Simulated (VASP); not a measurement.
# SbSe2 (P-4m2) in VASP: a series of runs

SbSe2 is run at these levels: PBE; tasks: relaxation of cell and atoms.

Program: VASP 6.6.1. These are calculated values, not measurements. Logs are shortened: lines on timing, memory, paths and dates and some standing lists are left out, and cuts for length are marked.

## 1. The cell of the first run

The structure is tetragonal, space group P-4m2 (No. 115). The conventional cell has a = 4.249 Å, b = 4.249 Å, c = 5.570 Å, α = 90.00°, β = 90.00°, γ = 90.00°. Sb (site symmetry -4m2) has 4 Se at 2.65 Å within 3.5 Å. Within 3.5 Å of Se (site symmetry 2mm) lie 2 Sb at 2.65 Å.

The cell was generated, and may not be a known phase.

## 2. Relaxation of cell and atoms, PBE

Contents of INCAR:

```
ALGO = Normal
EDIFF = 1E-6
EDIFFG = -0.01
ENCUT = 600
GGA = PE
IBRION = 2
ISIF = 3
ISMEAR = 0
LASPH = True
LCHARG = False
LREAL = False
LWAVE = False
NELM = 60
NSW = 100
PREC = Accurate
SIGMA = 0.1
```

Contents of KPOINTS:

```
k-points
0
Gamma
  12 12 8
```

Contents of POSCAR:

```
SbSe2
1.0
    4.2490797912      0.0000000000      0.0000000000
    0.0000000000      4.2490797912      0.0000000000
    0.0000000000      0.0000000000      5.5698699687
Sb Se
1 2
Direct
    0.0000000000      0.0000000000      0.5000000000
    0.5000000000      0.0000000000      0.7843052508
    0.0000000000      0.5000000000      0.2156947492
```

Potentials or basis: VASP PAW PBE potentials, release 64 (Sb, Se).

Started as:

```
$ cat potpaw_PBE.64/Sb/POTCAR potpaw_PBE.64/Se/POTCAR > POTCAR
$ mpirun -np 1 vasp_std > vasp.out
```

OUTCAR:

```text
EDIFF = 1E-6
   EDIFFG = -0.01
   ENCUT = 600
   GGA = PE
   IBRION = 2
   ISIF = 3
   ISMEAR = 0
   LASPH = True
   LREAL = False
   NELM = 60
   NSW = 100
   PREC = Accurate

 ion  position               nearest neighbor table
   1  0.000  0.000  0.500-   2 2.65   3 2.65   3 2.65   2 2.65
   2  0.500  0.000  0.784-   1 2.65   1 2.65
   3  0.000  0.500  0.216-   1 2.65   1 2.65

  LATTYP: Found a simple tetragonal cell.
 ALAT       =     4.2490797912
 C/A-ratio  =     1.3108414627

  Lattice vectors:

 A1 = (   4.2490797912,   0.0000000000,   0.0000000000)
 A2 = (   0.0000000000,   4.2490797912,   0.0000000000)
 A3 = (   0.0000000000,   0.0000000000,   5.5698699687)

Analysis of symmetry for initial positions (statically):
=====================================================================
 Subroutine PRICEL returns:
 Original cell was already a primitive cell.

 Routine SETGRP: Setting up the symmetry group for a
 simple tetragonal supercell.

 Subroutine GETGRP returns: Found  8 space group operations
 (whereof  8 operations were pure point group operations)
 out of a pool of 16 trial point group operations.

The static configuration has the point symmetry D_2d.

Analysis of symmetry for dynamics (positions and initial velocities):
=====================================================================
 Subroutine PRICEL returns:
 Original cell was already a primitive cell.

 Routine SETGRP: Setting up the symmetry group for a
 simple tetragonal supercell.

 Subroutine GETGRP returns: Found  8 space group operations
 (whereof  8 operations were pure point group operations)
 out of a pool of 16 trial point group operations.

The dynamic configuration has the point symmetry D_2d.

 Subroutine INISYM returns: Found  8 space group operations
 (whereof  8 operations are pure point group operations),
 and found     1 'primitive' translations

----------------------------------------------------------------------------------------

                                     Primitive cell

  volume of cell :     100.5622

  direct lattice vectors                    reciprocal lattice vectors
     4.249079791  0.000000000  0.000000000     0.235345074  0.000000000  0.000000000
     0.000000000  4.249079791  0.000000000     0.000000000  0.235345074  0.000000000
     0.000000000  0.000000000  5.569869969     0.000000000  0.000000000  0.179537405

  length of vectors
     4.249079791  4.249079791  5.569869969     0.235345074  0.235345074  0.179537405

  position of ions in fractional coordinates (direct lattice)
     0.000000000  0.000000000  0.500000000
     0.500000000  0.000000000  0.784305251
     0.000000000  0.500000000  0.215694749

  ion indices of the primitive-cell ions
   primitive index   ion index
                 1           1
                 2           2
                 3           3

----------------------------------------------------------------------------------------

 KPOINTS: k-points

Automatic generation of k-mesh.
 Grid dimensions read from file:
 generate k-points for:   12   12    8

 Generating k-lattice:

  Cartesian coordinates                     Fractional coordinates (reciprocal lattice)
     0.019612090  0.000000000  0.000000000     0.083333333  0.000000000  0.000000000
     0.000000000  0.019612090  0.000000000     0.000000000  0.083333333  0.000000000
     0.000000000  0.000000000  0.022442176     0.000000000  0.000000000  0.125000000

  Length of vectors
     0.019612090  0.019612090  0.022442176

  Shift w.r.t. Gamma in fractional coordinates (k-lattice)
     0.000000000  0.000000000  0.000000000

 Subroutine IBZKPT returns following result:
 ===========================================

 Found    140 irreducible k-points:

 Following reciprocal coordinates:
            Coordinates               Weight
  0.000000  0.000000  0.000000      1.000000
  0.083333  0.000000  0.000000      4.000000
  0.166667  0.000000  0.000000      4.000000
  0.250000  0.000000  0.000000      4.000000
  0.333333  0.000000  0.000000      4.000000
  0.416667  0.000000  0.000000      4.000000
[... 16 lines left out ...]
  0.333333  0.333333  0.000000      4.000000
  0.416667  0.333333  0.000000      8.000000
 [... further k-points ...]
   k-points           NKPTS =    140   k-points in BZ     NKDIM =    140   number of bands    NBANDS=     12
   number of dos      NEDOS =    301   number of ions     NIONS =      3
   total plane-waves  NPLWV =  62208
   dimension x,y,z NGX =    36 NGY =   36 NGZ =   48
   dimension x,y,z NGXF=    72 NGYF=   72 NGZF=   96
   ions per type =               1   2
   NGX,Y,Z   is equivalent  to a cutoff of  14.09, 14.09, 14.33 a.u.
   NGXF,Y,Z  is equivalent  to a cutoff of  28.17, 28.17, 28.65 a.u.
 SYSTEM =  unknown system
   PREC   = accura    normal or accurate (medium, high low for compatibility)
   ISTART =      0    job   : 0-new  1-cont  2-samecut
   ICHARG =      2    charge: 1-file 2-atom 10-const
   ISPIN  =      1    spin polarized calculation?
   LNONCOLLINEAR =      F non collinear calculations
   LSORBIT =      F    spin-orbit coupling
   LASPH  =      T    aspherical Exc in radial PAW
   ENCUT  =  600.0 eV  44.10 Ry    6.64 a.u.   8.49  8.49 11.12*2*pi/ulx,y,z
   NELM   =     60;   NELMIN=  2; NELMDL= -5     # of ELM steps
   EDIFF  = 0.1E-05   stopping-criterion for ELM
   LREAL  =      F    real-space projection
   EDIFFG = -.1E-01   stopping-criterion for IOM
   NSW    =    100    number of steps for IOM
   IBRION =      2    ionic relax: 0-MD 1-quasi-New 2-CG
   NFREE  =      1    steps in history (QN), initial steepest desc. (CG)
   ISIF   =      3    stress and relaxation
   ISYM   =      2    0-nonsym 1-usesym 2-fastsym
   POTIM  = 0.5000    time-step for ionic-motion
   TEBEG  =    0.0;   TEEND  =   0.0 temperature during run
   PSTRESS=    0.0 pullay stress
   NELECT =      17.0000    total number of electrons
   NUPDOWN=      -1.0000    fix difference up-down
   EMIN   =  10.00;   EMAX   =-10.00  energy-range for DOS
   EFERMI =   0.00;   METHOD = LEGACY
   ISMEAR =     0;   SIGMA  =   0.10  broadening in eV -4-tet -1-fermi 0-gaus
   EFERMI_NEDOS =   21; number of points for ismear=-14 and -15
   IALGO  =     38    algorithm
   IMIX   =      4    mixing-type and parameters
     AMIX     =   0.40;   BMIX     =  1.00
     AMIX_MAG =   1.60;   BMIX_MAG =  1.00
  volume/ion in A,a.u.               =      33.52       226.21
  Fermi-wavevector in a.u.,A,eV,Ry     =   0.905203  1.710586 11.148522  0.819393
  Thomas-Fermi vector in A             =   2.028743
   LORBIT       =      0    0 simple, 1 ext, 2 COOP (PROOUT), +10 PAW based schemes
   GGA     = PE    functional components
   LHFCALC =     F    Hartree Fock is set to
   AEXX    =    0.0000 exact exchange contribution
   IVDW    =     0    specifies the selected vdW correction
   LEPSILON=     F    determine dielectric tensor
   LRPA    =     F    only Hartree local field effects (RPA)
 conjugate gradient relaxation of ions
 non-spin polarized calculation
 Gauss-broadening in eV      SIGMA  =   0.10
  energy-cutoff  :      600.00
  volume of cell :      100.56
 maximum number of plane-waves:      3380
 NGX is ok and might be reduce to    36
   NGX = 17   NGY = 17   NGZ = 23

 number of electron      16.9999999 magnetization

 Free energy of the ion-electron system (eV)
  ---------------------------------------------------
  ext. energy  EPLUGINS =         0.00000000
  ---------------------------------------------------
  free energy    TOTEN  =       -11.00405145 eV

  energy without entropy =      -10.99644636  energy(sigma->0) =      -11.00024891

 E-fermi :   2.7020     XC(G=0):  -8.2523

 val. band max:        2.6973534636   @ k =   0.3333   0.0833   0.0000
 cond. band min:       2.7022099252   @ k =   0.4167   0.3333   0.1250
 fundamental gap:      0.0048564616
 Fermi energy:         2.7019523318

 k-point     1 :       0.0000    0.0000    0.0000
  band No.  band energies     occupation
      1     -11.3116      2.00000
      2      -9.7462      2.00000
      3      -5.1603      2.00000
      4      -1.1226      2.00000
      5      -1.1226      2.00000
      6       0.9862      2.00000
      7       1.3458      2.00000
      8       1.9358      2.00000
      9       1.9358      2.00000
     10       3.0180      0.00001
     11       5.5648      0.00000
     12       5.5648      0.00000

 k-point     2 :       0.0833    0.0000    0.0000
  band No.  band energies     occupation
      1     -11.2783      2.00000
      2      -9.7488      2.00000
      3      -5.2141      2.00000
      4      -1.2637      2.00000
      5      -1.1022      2.00000
      6       0.9246      2.00000
      7       1.3261      2.00000
      8       1.9347      2.00000
      9       1.9941      2.00000
     10       3.1736      0.00000
     11       5.5368      0.00000
     12       5.5525      0.00000

 k-point     3 :       0.1667    0.0000    0.0000
  band No.  band energies     occupation
      1     -11.1816      2.00000
      2      -9.7599      2.00000
      3      -5.3731      2.00000
      4      -1.5101      2.00000
      5      -1.0452      2.00000
      6       0.7058      2.00000
      7       1.1222      2.00000
      8       1.9298      2.00000
      9       2.1765      2.00000
     10       3.6706      0.00000
     11       5.5155      0.00000
     12       5.5253      0.00000

 k-point     4 :       0.2500    0.0000    0.0000
  band No.  band energies     occupation
      1     -11.0328      2.00000
      2      -9.7879      2.00000
      3      -5.6130      2.00000
      4      -1.6443      2.00000
      5      -0.9633      2.00000
      6       0.3355      2.00000
      7       0.8193      2.00000
      8       1.9186      2.00000
      9       2.3438      2.00000
     10       4.3536      0.00000
     11       5.4569      0.00000
     12       5.6362      0.00000

 k-point     5 :       0.3333    0.0000    0.0000
  band No.  band energies     occupation
      1     -10.8544      2.00000
      2      -9.8409      2.00000
      3      -5.8713      2.00000
      4      -1.6000      2.00000
      5      -0.8763      2.00000
      6      -0.1225      2.00000
      7       0.5484      2.00000
      8       1.9010      2.00000
      9       2.4712      1.99890
     10       4.8927      0.00000
     11       5.3899      0.00000
     12       5.8822      0.00000
[... 228 lines left out ...]
      1     -10.3812      2.00000
      2      -9.8625      2.00000
      3      -6.5979      2.00000
      4      -1.6946      2.00000
      5      -0.9958      2.00000
      6      -0.4235      2.00000
      7       0.2528      2.00000
      8       1.6213      2.00000
      9       2.9757      0.00011
     10       4.3111      0.00000
     11       5.1359      0.00000
     12       6.2047      0.00000

 k-point    22 :       0.5000    0.2500    0.0000
  band No.  band energies     occupation
      1     -10.2965      2.00000
      2      -9.8984      2.00000
      3      -6.6805      2.00000
      4      -1.6749      2.00000
      5      -0.7461      2.00000
      6      -0.7279      2.00000
      7       0.2027      2.00000
      8       1.6336      2.00000
      9       2.9529      0.00039
     10       4.3139      0.00000
     11       5.0317      0.00000
     12       6.2918      0.00000

 k-point    23 :       0.3333    0.3333    0.0000
  band No.  band energies     occupation
      1     -10.3679      2.00000
      2      -9.8147      2.00000
      3      -6.6783      2.00000
      4      -1.7834      2.00000
      5      -1.0622      2.00000
      6      -0.2128      2.00000
      7       0.2379      2.00000
      8       1.5971      2.00000
      9       2.7957      0.18485
     10       4.2729      0.00000
     11       4.9952      0.00000
     12       6.5420      0.00000

 k-point    24 :       0.4167    0.3333    0.0000
  band No.  band energies     occupation
      1     -10.1871      2.00000
      2      -9.8416      2.00000
      3      -6.9170      2.00000
      4      -1.7906      2.00000
      5      -0.8763      2.00000
      6      -0.4137      2.00000
      7       0.1242      2.00000
      8       1.6399      2.00000
      9       2.6103      1.80525
     10       4.2133      0.00000
     11       4.6729      0.00000
     12       6.9948      0.00000

 [... further k-points ...]
[... 5 lines left out ...]
  --------------------------------------------------------------------------------------
  -------------------------------------------------------------------------------------
  Total        0.0075067      0.0075067     -0.0006574      0.0000000      0.0000000      0.0000000
  in kB        0.1195986      0.1195986     -0.0104744      0.0000000      0.0000000      0.0000000
  external PRESSURE =       0.0762409 kB  Pullay stress =       0.0000000 kB

 VOLUME and BASIS-vectors are now :
 -----------------------------------------------------------------------------
  energy-cutoff  :      600.00
  volume of cell :      100.56
      direct lattice vectors                 reciprocal lattice vectors
     4.249079791  0.000000000  0.000000000     0.235345074  0.000000000  0.000000000
     0.000000000  4.249079791  0.000000000     0.000000000  0.235345074  0.000000000
     0.000000000  0.000000000  5.569869969     0.000000000  0.000000000  0.179537405

 POSITION                                       TOTAL-FORCE (eV/Angst)
 -----------------------------------------------------------------------------------
      0.00000      0.00000      2.78493         0.000000     -0.000000      0.000000
      2.12454      0.00000      4.36848        -0.000000     -0.000000      0.002343
      0.00000      2.12454      1.20139        -0.000000      0.000000     -0.002343
 -----------------------------------------------------------------------------------
    total drift:                                0.000000      0.000000      0.000000

  FREE ENERGIE OF THE ION-ELECTRON SYSTEM (eV)
  ---------------------------------------------------
  free  energy   TOTEN  =       -11.0040514532 eV

  energy  without entropy=      -10.9964463595  energy(sigma->0) =      -11.00024891

 reached required accuracy - stopping structural energy minimisation
```

Run time: 82 s. Hardware: 1 thread of Intel Xeon Platinum 8488C (Sapphire Rapids), shared host; peak memory 0.4 GiB.

Results:

| Quantity | Value |
| --- | --- |
| Free energy | -11.0041 eV |
| Pressure after relaxing | 0.0 GPa |
| Band gap on the k mesh | zero (an odd number of electrons rules out a gap without spin polarisation) |

Forces in eV/Å, atoms in the order of the input:
```
Sb   0.000  0.000  0.000
Se   0.000  0.000  0.002
Se   0.000  0.000 -0.002
```

Final structure:
```xyz
3
Lattice="4.2491 0.0000 0.0000 0.0000 4.2491 0.0000 0.0000 0.0000 5.5699" Properties=species:S:1:pos:R:3 pbc="T T T"
Sb    0.0000    0.0000    2.7849
Se    2.1245    0.0000    4.3685
Se    0.0000    2.1245    1.2014
```

Levels at points of the mesh, in eV from the Fermi level:
```csv
k point,band 6,band 7,band 8,band 9,band 10,band 11,band 12
"(0.00, 0.00, 0.00)",-1.72,-1.36,-0.77,-0.77,0.32,2.86,2.86
"(0.50, 0.00, 0.00)",-3.49,-2.40,-0.83,-0.11,2.60,2.61,3.36
"(0.50, 0.50, 0.00)",-3.26,-2.78,-0.90,-0.58,1.30,1.30,5.35
"(0.00, 0.00, 0.50)",-2.64,-1.34,-1.34,-0.17,0.11,3.44,3.44
"(0.50, 0.00, 0.50)",-2.98,-1.10,-0.98,-0.80,2.07,3.01,3.09
"(0.50, 0.50, 0.50)",-3.69,-2.15,-1.86,1.14,2.94,2.94,4.60
```

Caveat: the relaxation stopped at its first step, so nothing moved; spin-orbit coupling is left out, which moves the levels of the heavy elements; an odd number of electrons without spin polarisation forces a metal; a magnetic or distorted state may lie lower.

## 3. Relaxation of cell and atoms, PBE

This run uses another cell than the first one, of 38.82 Å³/atom.

Contents of INCAR:

```
ALGO = Normal ; EDIFF = 1E-7
EDIFFG = -0.01 ; ENCUT = 600
GGA = PE ; IBRION = 2
ISIF = 3 ; ISMEAR = 0
LASPH = True ; LCHARG = False
LREAL = False ; LWAVE = False
NELM = 80 ; NSW = 100
PREC = Accurate ; SIGMA = 0.1
```

KPOINTS is that of step 2.

Contents of POSCAR:

```
SbSe2
1.0
    4.2665076846      0.0000000000      0.0000000000
    0.0000000000      4.2665076846      0.0000000000
    0.0000000000      0.0000000000      6.3985448207
Sb Se
1 2
Direct
    0.0000000000      0.0000000000      0.5000000000
    0.5000000000      0.0000000000      0.7340806513
    0.0000000000      0.5000000000      0.2659193487
```

Potentials or basis: VASP PAW PBE potentials, release 64 (Sb, Se).

Started as:

```
$ cat potpaw_PBE.64/Sb/POTCAR potpaw_PBE.64/Se/POTCAR > POTCAR
$ mpirun -np 1 vasp_std > vasp.out
```

Wall time 32 min (1 thread of Intel Xeon Platinum 8488C (Sapphire Rapids), shared host); peak memory 0.48 GiB.

Results (log left out):

```
Free energy                           : -11.0044 eV
Relaxed volume                        : 33.67 Å³/atom
Relaxed cell                          : a = 4.248 Å, b = 4.248 Å, c = 5.597 Å, α = 90.00°, β = 90.00°, γ = 90.00°
Space group after relaxing (to 0.1 Å) : P-4m2 (No. 115)
Energy gained by relaxing             : 5.4 meV/atom
Ionic steps                           : 33
Pressure after relaxing               : 0.0 GPa
Band gap on the k mesh                : zero (an odd number of electrons rules out a gap without spin polarisation)
```

Step by step:
| step | energy change (eV) | largest force (eV/Å) | pressure (GPa) | volume (Å³) |
| --- | --- | --- | --- | --- |
| 1 | 0.0000 | 0.2172 | 0.83 | 116.47 |
| 2 | -0.0063 | 0.0409 | -0.36 | 119.88 |
| 3 | -0.0076 | 0.0326 | -0.03 | 118.86 |
| 4 | -0.0076 | 0.0291 | -0.05 | 118.91 |
| 5 | -0.0078 | 0.0229 | -0.04 | 118.81 |
| 6 | -0.0080 | 0.0071 | -0.02 | 118.55 |
| 7 | -0.0080 | 0.0136 | 0.01 | 118.39 |
| 8 | -0.0080 | 0.0197 | 0.03 | 118.24 |
| 9 | -0.0080 | 0.0322 | 0.09 | 117.93 |
| 10 | -0.0081 | 0.0249 | 0.06 | 118.10 |
| 11 | -0.0081 | 0.0251 | 0.06 | 118.08 |
| 12 | -0.0081 | 0.0254 | 0.06 | 118.02 |
| 13 | -0.0082 | 0.0265 | 0.06 | 117.89 |
| 14 | -0.0083 | 0.0279 | 0.06 | 117.64 |
| 15 | -0.0086 | 0.0315 | 0.06 | 117.13 |
| 16 | -0.0091 | 0.0393 | 0.07 | 116.11 |
| 17 | -0.0098 | 0.0584 | 0.10 | 114.07 |
| 18 | -0.0098 | 0.1101 | 0.24 | 109.94 |
| 19 | -0.0099 | 0.1087 | 0.23 | 109.86 |
| 20 | -0.0101 | 0.1032 | 0.21 | 109.63 |
| 21 | -0.0105 | 0.0937 | 0.16 | 109.16 |
| 22 | -0.0110 | 0.0760 | 0.06 | 108.22 |
| 23 | -0.0110 | 0.0491 | -0.10 | 106.33 |
| 24 | -0.0111 | 0.0549 | -0.06 | 106.76 |
| 25 | -0.0114 | 0.0521 | -0.06 | 106.63 |
| 26 | -0.0122 | 0.0444 | -0.05 | 106.25 |
| 27 | -0.0134 | 0.0329 | -0.04 | 105.49 |
| 28 | -0.0150 | 0.0198 | -0.01 | 103.97 |
| 29 | -0.0160 | 0.0134 | 0.07 | 100.97 |
| 30 | -0.0159 | 0.0265 | -0.16 | 101.22 |
| 31 | -0.0161 | 0.0005 | -0.01 | 101.06 |
| 32 | -0.0161 | 0.0013 | -0.01 | 101.07 |
| 33 | -0.0161 | 0.0007 | -0.01 | 101.02 |

Final structure:
```xyz
3
Lattice="4.2483 0.0000 0.0000 0.0000 4.2483 0.0000 0.0000 0.0000 5.5971" Properties=species:S:1:pos:R:3 pbc="T T T"
Sb    0.0000    0.0000    2.7986
Se    2.1241    0.0000    4.3822
Se    0.0000    2.1241    1.2149
```

Levels at points of the mesh, in eV from the Fermi level:
```csv
k point,band 7,band 8,band 9,band 10,band 11,band 12
"(0.00, 0.00, 0.00)",-1.35,-0.77,-0.77,0.30,2.87,2.87
"(0.50, 0.00, 0.00)",-2.39,-0.82,-0.12,2.61,2.62,3.37
"(0.50, 0.50, 0.00)",-2.76,-0.92,-0.56,1.32,1.32,5.47
"(0.00, 0.00, 0.50)",-1.32,-1.32,-0.17,0.11,3.44,3.44
"(0.50, 0.00, 0.50)",-1.10,-1.00,-0.79,2.09,3.00,3.08
"(0.50, 0.50, 0.50)",-2.13,-1.87,1.12,2.92,2.92,4.59
```

Caveat: spin-orbit coupling is left out, which moves the levels of the heavy elements; an odd number of electrons without spin polarisation forces a metal; a magnetic or distorted state may lie lower.

The gap in the log of VASP goes by the Fermi energy; the results here count the filled bands.